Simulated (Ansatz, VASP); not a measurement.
One calculation of SnTe, two programs

```
Sn Te
1.0
     0.00000    3.24546    2.98582
     3.24546    0.00000    2.98582
     3.24546    3.24546    0.00000
Sn Te
1 1
Direct
  0.00000 0.00000 0.00000
  0.50000 0.50000 0.50000
```

Alike in both runs: task single point; functional PBE; k mesh 10 × 10 × 10; occupations gaussian, width 0.03 eV; no spin polarisation.

|  | VASP | Ansatz |
| --- | --- | --- |
| version | VASP 6.6.1 | Ansatz 0.2.0 |
| potentials or method | VASP PAW PBE potentials, release 64 (Sn_d, Te), cutoff 500 eV | scalar-relativistic, plane waves, PAW |
| valence electrons in the cell | 20 | 30 |

```tsv
	VASP	Ansatz	Ansatz less VASP
gap on the k mesh at the Fermi level (eV)	0.23	0.23	+0.004
least direct gap on the mesh (eV)	0.33	0.33	+0.004
pressure (GPa)	3.0	3.0	+0.06
traceless stress, the component that is largest in VASP (GPa)	8.58	8.57	-0.009
```

VASP's potentials hold 20 valence electrons a cell and Ansatz's 30, so a difference there can come from the potentials and not from the codes.

Spin-orbit coupling is off throughout.
